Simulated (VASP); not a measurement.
Here is a VASP 6.6.1 calculation.

INCAR

```
ALGO = Normal
EDIFF = 1E-6
ENCUT = 520
GGA = PE
ISIF = 2
ISMEAR = 0
LASPH = T
LCHARG = F
LREAL = F
LWAVE = F
NBANDS = 11
NELM = 100
PREC = Accurate
SIGMA = 0.02
```

KPOINTS

```
k-points
0
Gamma
  10 10 10
```

File POSCAR:

```
BN
1.0
    0.0073251431      3.4541645643      2.1020294116
    1.2467226660     -0.0410427613      2.1724908007
    1.2440463538      3.4968720181     -0.0646822500
B N
1 1
Direct
    0.0062647093     -0.0078147471      0.9996584586
    0.6823088083      0.6481888848      0.3349314075
```

Potentials or basis: VASP PAW PBE potentials, release 64 (B, N).

Run with:

```console
$ cat potpaw_PBE.64/B/POTCAR potpaw_PBE.64/N/POTCAR > POTCAR
$ mpirun -np 1 vasp_std > vasp.out
```

(1) What does it give for the band gap on the k mesh?

(2) Predict the largest force.

## Answers

(1) 3.91 eV (least direct gap 4.75 eV).

(2) 0.717 eV/Å.
